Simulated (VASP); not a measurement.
Input of a VASP 6.6.1 run:

Contents of POSCAR:

```
Pb
1.0
    0.0000000000      2.4750200000      2.4750200000
    2.4750200000      0.0000000000      2.4750200000
    2.4750200000      2.4750200000      0.0000000000
Pb
1
Direct
    0.0000000000      0.0000000000      0.0000000000
```

Contents of INCAR.step1:

```
ALGO = Normal
EDIFF = 1E-5
ENCUT = 550
GGA = PE
GGA_COMPAT = F
ISMEAR = -1
LASPH = T
LCHARG = F
LREAL = F
LSORBIT = T
LWAVE = T
MAGMOM = 0 0 0
NBANDS = 25
NELM = 200
PREC = Accurate
SIGMA = 0.05
```

INCAR.step2

```
ALGO = Normal
EDIFF = 1E-6
ENCUT = 550
GGA_COMPAT = F
ISIF = 2
ISMEAR = -1
ISTART = 1
LASPH = T
LCHARG = F
LMIXTAU = T
LORBIT = 11
LORBMOM = T
LREAL = F
LSORBIT = T
LWAVE = F
MAGMOM = 0 0 0
METAGGA = R2SCAN
NBANDS = 25
NELM = 200
PREC = Accurate
SIGMA = 0.05
```

The input KPOINTS:

```
k-points
0
Gamma
  9 9 9
```

Potentials or basis: VASP PAW PBE potentials, release 64 (Pb_d).

Command:

```bash
$ cat potpaw_PBE.64/Pb_d/POTCAR > POTCAR
$ cp INCAR.step1 INCAR
$ mpirun -np 1 vasp_ncl > vasp.out
$ cp INCAR.step2 INCAR
$ mpirun -np 1 vasp_ncl > vasp.out
```

**Question.** Estimate the net moment.

**Answer.** 0.00 μB per cell.

**Question.** Predict the pressure.

**Answer.** 1.3 GPa.

Moments on the atoms (μB; x, y, z):
```
Pb  0.00 0.00 0.00
```

Caveat: the PAW data sets were made with another functional, which shifts forces and pressure a little.
